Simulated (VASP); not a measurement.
HfB2: single point with LDA

HfB2:

```xyz
3
Lattice="3.0835 0.0000 0.0000 -1.5418 2.6704 0.0000 0.0000 0.0000 3.3960" Properties=species:S:1:pos:R:3 pbc="T T T"
Hf    0.0000    0.0000    0.0000
B     0.0000    1.7803    1.6980
B     1.5418    0.8901    1.6980
```

| Quantity | Value |
| --- | --- |
| Program | VASP 6.6.1 |
| Task | single point |
| Functional | LDA |
| Potentials or basis | VASP PAW LDA potentials, release 64 (Hf_pv, B) |
| Cutoff | 500 eV |
| k mesh | 8 × 8 × 7 |
| Occupations | gaussian, width 0.05 eV |
| Spin | no spin polarisation |
| Dipole correction | no |
| Further INCAR settings | ALGO = Normal; EDIFF = 1e-06; NBANDS = 15 |

The pressure is 6.6 GPa and the band gap on the k mesh is zero (band 8 reaches 8.80 eV, above the bottom of band 9 at 8.42 eV).

Stress tensor (GPa, compression positive):
```
6.55 0.00 0.00
0.00 6.55 0.00
0.00 0.00 6.73
```

Levels at points of the mesh, in eV from the Fermi level:
```csv
k point,band 4,band 5,band 6,band 7,band 8,band 9,band 10,band 11,band 12,band 13
"(0.00, 0.00, 0.00)",-14.14,-3.38,-3.31,-3.31,-2.85,4.00,4.00,4.74,4.74,5.01
"(0.50, 0.00, 0.00)",-10.22,-9.12,-4.53,-3.71,-3.30,2.07,2.62,5.79,5.79,6.63
```

It took 7.7 s on 1 thread of Intel(R) Xeon(R) 6975P-C (Granite Rapids) (shared host), peak memory 0.14 GiB.

Caveat: spin-orbit coupling is left out, which moves the levels of the heavy elements.
